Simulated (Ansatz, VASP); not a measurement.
## Rb3Zn2: VASP beside Ansatz

```
CELL_PARAMETERS angstrom
9.07110 0.00000 0.00000
-4.53555 7.85581 0.00000
0.00000 0.00000 5.33506
ATOMIC_POSITIONS crystal
Rb 0.50000 0.00000 0.08692
Rb 0.00000 0.50000 0.08692
Rb 0.50000 0.50000 0.08692
Zn 0.33333 0.66667 0.58692
Zn 0.66667 0.33333 0.58692
```

Alike in both runs: functional PBE; k mesh 3 × 3 × 3; occupations gaussian, width 0.2 eV; no spin polarisation.

Ansatz relaxed the structure, and its values are those at the end. VASP's run is a single point on that final structure, the one shown.

|  | VASP | Ansatz |
| --- | --- | --- |
| version | VASP 6.6.1 | Ansatz 0.2.0 |
| potentials or method | VASP PAW PBE potentials, release 64 (Rb_sv, Zn), cutoff 520 eV | scalar-relativistic, plane waves, PAW |
| valence electrons in the cell | 51 | 51 |

```tsv
	VASP	Ansatz	Ansatz less VASP
gap on the k mesh at the Fermi level (eV)	none	none	-
pressure (GPa)	0.1	0.1	-0.01
```

A gap of «none» marks a metal or a gap that the smearing closes. The functional is the same, so the differences come from potentials, cutoffs and numerics.

The k mesh is coarse, so the values compare programs but aren't converged.
